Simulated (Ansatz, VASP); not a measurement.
NaI in VASP and in Ansatz

```
CELL_PARAMETERS angstrom
0.00000 3.21468 3.21468
3.21468 0.00000 3.21468
3.21468 3.21468 0.00000
ATOMIC_POSITIONS crystal
Na 0.00000 0.00000 0.00000
I 0.50000 0.50000 0.50000
```

Change from the starting cell: volume scaled by 0.98.

Alike in both runs: task single point; functional LDA; k mesh 8 × 8 × 8; occupations fermi-dirac, width 0.02 eV; no spin polarisation.

```csv
,VASP,Ansatz
version,VASP 6.6.1,Ansatz 0.2.0
potentials or method,"VASP PAW LDA potentials, release 64 (Na_pv, I), cutoff 520 eV","all-electron LAPW, scalar-relativistic"
```

|  | VASP | Ansatz | Ansatz less VASP |
| --- | --- | --- | --- |
| gap on the k mesh at the Fermi level (eV) | 3.40 | 3.39 | -0.014 |
| pressure (GPa) | -1.3 | -1.4 | -0.02 |

LDA's correlation is that of Perdew and Zunger in VASP and of Perdew and Wang (1992) in Ansatz. Ansatz ran all-electron here, and VASP with PAW potentials.

Neither program's run includes spin-orbit coupling.
